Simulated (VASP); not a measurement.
# Sn3Te (Pm-3m) in VASP: notebook, part 2 of 3

VASP 6.6.1.

## Step 3: Relaxation of cell and atoms, PBEsol, target pressure 10 GPa, at which the enthalpy is minimised

Contents of INCAR:

```
SYSTEM = Sn3Te
PREC = Accurate
ENCUT = 600
EDIFF = 1E-7
ISMEAR = -1
SIGMA = 0.05
LREAL = .FALSE.
LASPH = .TRUE.
NELM = 100
ALGO = Normal
ISIF = 3
LWAVE = .FALSE.
LCHARG = .FALSE.
GGA = PS
IBRION = 2
NSW = 60
EDIFFG = -0.01
PSTRESS = 100.0
```

Contents of KPOINTS:

```
regular mesh
0
G
  6 6 6
  0 0 0
```

Contents of POSCAR:

```
Sn3Te
1.0
    4.8656220000      0.0000000000      0.0000000000
    0.0000000000      4.8656220000      0.0000000000
    0.0000000000      0.0000000000      4.8656220000
Te Sn
1 3
Direct
    0.0000000000      0.0000000000      0.0000000000
    0.0000000000      0.5000000000      0.5000000000
    0.5000000000      0.0000000000      0.5000000000
    0.5000000000      0.5000000000      0.0000000000
```

Potentials or basis: VASP PAW PBE potentials, release 64 (Te, Sn_d).

Command:

```
$ cat potpaw_PBE.64/Te/POTCAR potpaw_PBE.64/Sn_d/POTCAR > POTCAR
$ mpirun -np 1 vasp_std > vasp.out
```

OUTCAR:

```text
SYSTEM = Sn3Te
   PREC = Accurate
   ENCUT = 600
   EDIFF = 1E-7
   ISMEAR = -1
   LREAL = .FALSE.
   LASPH = .TRUE.
   NELM = 100
   ISIF = 3
   GGA = PS
   IBRION = 2
   NSW = 60
   EDIFFG = -0.01
   PSTRESS = 100.0

 ion  position               nearest neighbor table
   1  0.000  0.000  0.000-   2 3.44   3 3.44   4 3.44   2 3.44   3 3.44   2 3.44   4 3.44   2 3.44
                             3 3.44   4 3.44   3 3.44   4 3.44
   2  0.000  0.500  0.500-   1 3.44   3 3.44   4 3.44   1 3.44   4 3.44   1 3.44   3 3.44   1 3.44
                             3 3.44   4 3.44   4 3.44   3 3.44
   3  0.500  0.000  0.500-   1 3.44   2 3.44   4 3.44   1 3.44   4 3.44   2 3.44   4 3.44   4 3.44
                             1 3.44   2 3.44   1 3.44   2 3.44
   4  0.500  0.500  0.000-   1 3.44   2 3.44   3 3.44   2 3.44   3 3.44   1 3.44   3 3.44   3 3.44
                             1 3.44   2 3.44   2 3.44   1 3.44

  LATTYP: Found a simple cubic cell.
 ALAT       =     4.8656220000

  Lattice vectors:

 A1 = (   4.8656220000,   0.0000000000,   0.0000000000)
 A2 = (   0.0000000000,   4.8656220000,   0.0000000000)
 A3 = (   0.0000000000,   0.0000000000,   4.8656220000)

Analysis of symmetry for initial positions (statically):
=====================================================================
 Subroutine PRICEL returns:
 Original cell was already a primitive cell.

 Routine SETGRP: Setting up the symmetry group for a
 simple cubic supercell.

 Subroutine GETGRP returns: Found 48 space group operations
 (whereof 48 operations were pure point group operations)
 out of a pool of 48 trial point group operations.

The static configuration has the point symmetry O_h .

Analysis of symmetry for dynamics (positions and initial velocities):
=====================================================================
 Subroutine PRICEL returns:
 Original cell was already a primitive cell.

 Routine SETGRP: Setting up the symmetry group for a
 simple cubic supercell.

 Subroutine GETGRP returns: Found 48 space group operations
 (whereof 48 operations were pure point group operations)
 out of a pool of 48 trial point group operations.

The dynamic configuration has the point symmetry O_h .

 Subroutine INISYM returns: Found 48 space group operations
 (whereof 48 operations are pure point group operations),
 and found     1 'primitive' translations

----------------------------------------------------------------------------------------

                                     Primitive cell

  volume of cell :     115.1901

  direct lattice vectors                    reciprocal lattice vectors
     4.865622000  0.000000000  0.000000000     0.205523569  0.000000000  0.000000000
     0.000000000  4.865622000  0.000000000     0.000000000  0.205523569  0.000000000
     0.000000000  0.000000000  4.865622000     0.000000000  0.000000000  0.205523569

  length of vectors
     4.865622000  4.865622000  4.865622000     0.205523569  0.205523569  0.205523569

  position of ions in fractional coordinates (direct lattice)
     0.000000000  0.000000000  0.000000000
     0.000000000  0.500000000  0.500000000
     0.500000000  0.000000000  0.500000000
     0.500000000  0.500000000  0.000000000

  ion indices of the primitive-cell ions
   primitive index   ion index
                 1           1
                 2           2
[... 31 lines left out ...]
  0.000000  0.000000  0.000000      1.000000
  0.166667  0.000000  0.000000      6.000000
  0.333333  0.000000  0.000000      6.000000
  0.500000  0.000000  0.000000      3.000000
  0.166667  0.166667  0.000000     12.000000
  0.333333  0.166667  0.000000     24.000000
[... 12 lines left out ...]
  0.500000  0.500000  0.333333      6.000000
  0.500000  0.500000  0.500000      1.000000
   k-points           NKPTS =     20   k-points in BZ     NKDIM =     20   number of bands    NBANDS=     28
   number of dos      NEDOS =    301   number of ions     NIONS =      4
   total plane-waves  NPLWV =  64000
   dimension x,y,z NGX =    40 NGY =   40 NGZ =   40
   dimension x,y,z NGXF=    80 NGYF=   80 NGZF=   80
   ions per type =               1   3
   NGX,Y,Z   is equivalent  to a cutoff of  13.67, 13.67, 13.67 a.u.
   NGXF,Y,Z  is equivalent  to a cutoff of  27.33, 27.33, 27.33 a.u.
 SYSTEM =  Sn3Te
   PREC   = accura    normal or accurate (medium, high low for compatibility)
   ISTART =      0    job   : 0-new  1-cont  2-samecut
   ICHARG =      2    charge: 1-file 2-atom 10-const
   ISPIN  =      1    spin polarized calculation?
   LNONCOLLINEAR =      F non collinear calculations
   LSORBIT =      F    spin-orbit coupling
   LASPH  =      T    aspherical Exc in radial PAW
   ENCUT  =  600.0 eV  44.10 Ry    6.64 a.u.   9.72  9.72  9.72*2*pi/ulx,y,z
   NELM   =    100;   NELMIN=  2; NELMDL= -5     # of ELM steps
   EDIFF  = 0.1E-06   stopping-criterion for ELM
   LREAL  =      F    real-space projection
   EDIFFG = -.1E-01   stopping-criterion for IOM
   NSW    =     60    number of steps for IOM
   IBRION =      2    ionic relax: 0-MD 1-quasi-New 2-CG
   NFREE  =      1    steps in history (QN), initial steepest desc. (CG)
   ISIF   =      3    stress and relaxation
   ISYM   =      2    0-nonsym 1-usesym 2-fastsym
   POTIM  = 0.5000    time-step for ionic-motion
   TEBEG  =    0.0;   TEEND  =   0.0 temperature during run
   PSTRESS=  100.0 pullay stress
   NELECT =      48.0000    total number of electrons
   NUPDOWN=      -1.0000    fix difference up-down
   EMIN   =  10.00;   EMAX   =-10.00  energy-range for DOS
   EFERMI =   0.00;   METHOD = LEGACY
   ISMEAR =    -1;   SIGMA  =   0.05  broadening in eV -4-tet -1-fermi 0-gaus
   EFERMI_NEDOS =   21; number of points for ismear=-14 and -15
   IALGO  =     38    algorithm
   IMIX   =      4    mixing-type and parameters
     AMIX     =   0.40;   BMIX     =  1.00
     AMIX_MAG =   1.60;   BMIX_MAG =  1.00
  volume/ion in A,a.u.               =      28.80       194.34
  Fermi-wavevector in a.u.,A,eV,Ry     =   1.222785  2.310729 20.343484  1.495204
  Thomas-Fermi vector in A             =   2.357920
   LORBIT       =      0    0 simple, 1 ext, 2 COOP (PROOUT), +10 PAW based schemes
   GGA     = PS    functional components
   LHFCALC =     F    Hartree Fock is set to
   AEXX    =    0.0000 exact exchange contribution
   IVDW    =     0    specifies the selected vdW correction
   LEPSILON=     F    determine dielectric tensor
   LRPA    =     F    only Hartree local field effects (RPA)
 conjugate gradient relaxation of ions
 non-spin polarized calculation
  energy-cutoff  :      600.00
  volume of cell :      115.19
 maximum number of plane-waves:      3887
 NGX is ok and might be reduce to    40
   NGX = 19   NGY = 19   NGZ = 19

--------------------------------------- Ionic step        1  -------------------------------------------

 number of electron      47.9999994 magnetization

 Free energy of the ion-electron system (eV)
  ---------------------------------------------------
  ext. energy  EPLUGINS =         0.00000000
  ---------------------------------------------------
  free energy    TOTEN  =       -16.07962283 eV

  energy without entropy =      -16.05551453  energy(sigma->0) =      -16.06756868

------------------------ aborting loop because EDIFF is reached ----------------------------------------

  FORCE on cell =-STRESS in cart. coord.  units (eV):
  Direction    XX          YY          ZZ          XY          YZ          ZX
  --------------------------------------------------------------------------------------
  -------------------------------------------------------------------------------------
  Total       -1.6973205     -1.6973205     -1.6973205      0.0000000     -0.0000000      0.0000000
  in kB      -23.6080073    -23.6080073    -23.6080073      0.0000000     -0.0000000      0.0000000
  external PRESSURE =    -123.6080073 kB  Pullay stress =     100.0000000 kB
[... 27 lines left out ...]
--------------------------------------- Ionic step        2  -------------------------------------------

 number of electron      48.0000011 magnetization

 E-fermi :  12.1968     XC(G=0): -11.8469

 val. band max:       12.1241015070   @ k =   0.5000   0.1667   0.0000
 cond. band min:      12.2615379097   @ k =   0.5000   0.1667   0.1667
 fundamental gap:      0.1374364027
 Fermi energy:        12.1967961869

 k-point     1 :       0.0000    0.0000    0.0000
  band No.  band energies     occupation
      1      -9.6912      2.00000
      2      -9.6912      2.00000
      3      -9.6912      2.00000
      4      -9.6596      2.00000
      5      -9.5451      2.00000
      6      -9.5451      2.00000
[... 688 lines left out ...]
--------------------------------------- Ionic step        4  -------------------------------------------

 number of electron      48.0000016 magnetization

 Free energy of the ion-electron system (eV)
  ---------------------------------------------------
  ext. energy  EPLUGINS =         0.00000000
  ---------------------------------------------------
  free energy    TOTEN  =       -15.73024305 eV

  energy without entropy =      -15.70110949  energy(sigma->0) =      -15.71567627

 E-fermi :   9.9765     XC(G=0): -11.1175

 val. band max:        9.9535917202   @ k =   0.1667   0.0000   0.0000
 cond. band min:      10.0116886410   @ k =   0.3333   0.3333   0.0000
 fundamental gap:      0.0580969208
 Fermi energy:         9.9765151640

 k-point     1 :       0.0000    0.0000    0.0000
  band No.  band energies     occupation
      1     -11.6680      2.00000
      2     -11.6680      2.00000
      3     -11.6680      2.00000
      4     -11.6279      2.00000
      5     -11.5893      2.00000
      6     -11.5893      2.00000
[... 644 lines left out ...]
  energy  without entropy=      -15.7011094921  energy(sigma->0) =      -15.71567627

  enthalpy is  TOTEN    =        -9.8101880121 eV   P V=        5.9200550426

 reached required accuracy - stopping structural energy minimisation
```

OSZICAR:

```text
N       E                     dE             d eps       ncg     rms          rms(c)
DAV:   1     0.453745392784E+03    0.45375E+03   -0.25817E+04  1124   0.257E+03
DAV:   2     0.422190161837E+02   -0.41153E+03   -0.40507E+03  1128   0.594E+02
DAV:   3    -0.129380672187E+02   -0.55157E+02   -0.52705E+02  1300   0.193E+02
DAV:   4    -0.160246077626E+02   -0.30865E+01   -0.29774E+01  1288   0.432E+01
[... 44 lines left out ...]
DAV:   4    -0.157302561081E+02    0.71924E-04   -0.13815E-04  1596   0.113E-01    0.537E-02
DAV:   5    -0.157302438676E+02    0.12240E-04   -0.74998E-06  1376   0.187E-02    0.237E-02
DAV:   6    -0.157302427880E+02    0.10796E-05   -0.40450E-06  1244   0.219E-02    0.295E-03
DAV:   7    -0.157302430357E+02   -0.24775E-06   -0.14287E-07   704   0.297E-03    0.162E-03
DAV:   8    -0.157302430547E+02   -0.18930E-07   -0.40951E-08   572   0.184E-03
   4 F= -.98101880E+01 E0= -.97956212E+01  d E =-.920162E+00
```

It took 2 min on 1 thread of Intel Xeon 6975P-C (Granite Rapids), shared host; peak memory 0.29 GiB.

What came out:

```yaml
Free_energy: -15.7302 eV
Relaxed_volume: 23.71 Å³/atom
Relaxed_cell: a = 4.560 Å, b = 4.560 Å, c = 4.560 Å, α = 90.00°, β = 90.00°, γ = 90.00°
Space_group_after_relaxing_to_0.1_Å: Pm-3m (No. 221)
Energy_change_on_relaxing_the_run_minimises_the_enthalpy: +87.3 meV/atom
Ionic_steps: 4
Pressure_after_relaxing: 10.0 GPa
Band_gap_on_the_k_mesh: zero (bands 24 and 25 overlap by 4.56 eV)
```

The path:
```
step  energy change (eV)  largest force (eV/Å)  pressure (GPa)  volume (Å³)
   1              0.0000                0.0000           -2.36       115.19
   2              1.8051                0.0000           28.42        81.98
   3              0.3264                0.0000            9.65        95.22
   4              0.3494                0.0000           10.02        94.85
```

Final structure:
```yaml
crystal:
  lattice:
    - [4.56050, 0.00000, 0.00000]
    - [0.00000, 4.56050, 0.00000]
    - [0.00000, 0.00000, 4.56050]
  atoms:
    - { symbol: Te, position: [0.00000, 0.00000, 0.00000] }
    - { symbol: Sn, position: [0.00000, 0.50000, 0.50000] }
    - { symbol: Sn, position: [0.50000, 0.00000, 0.50000] }
    - { symbol: Sn, position: [0.50000, 0.50000, 0.00000] }
```

Caveat: the cell is relaxed towards a set pressure, so the run minimises the enthalpy, not the energy; the volume moved by over 15 % at a fixed basis, so the end points are rough; the PAW data sets were made with another functional, which shifts forces and pressure a little; spin-orbit coupling is left out, which moves the levels of the heavy elements.

(Part 2 of 3 ends here.)
